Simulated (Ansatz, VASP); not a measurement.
One calculation of WSe2, two programs

```
W Se
1.0
     3.31179    0.00000    0.00000
    -1.65589    2.86809    0.00000
     0.00000    0.00000   13.05590
W Se
2 4
Direct
  0.33333 0.66667 0.25000
  0.66667 0.33333 0.75000
  0.33333 0.66667 0.62100
  0.66667 0.33333 0.12100
  0.33333 0.66667 0.87900
  0.66667 0.33333 0.37900
```

Change from the starting cell: volume scaled by 1.02.

Alike in both runs: task single point; functional PBE; k mesh 11 × 11 × 3; occupations fermi-dirac, width 0.08 eV; no spin polarisation.

```csv
,VASP,Ansatz
version,VASP 6.6.1,Ansatz 0.2.0
potentials or method,"VASP PAW PBE potentials, release 64 (W_sv, Se), cutoff 520 eV","all-electron LAPW, scalar-relativistic"
```

```tsv
	VASP	Ansatz	Ansatz less VASP
pressure (GPa)	1.2	1.0	-0.24
traceless stress, the component that is largest in VASP (GPa)	0.40	0.32	-0.081
rms of the force components (eV/Å)	0.050	0.069	+0.0189
```

Atom by atom the forces differ by 0.019 eV/Å (rms over components). Ansatz ran all-electron here, and VASP with PAW potentials.

Spin-orbit coupling is off throughout.
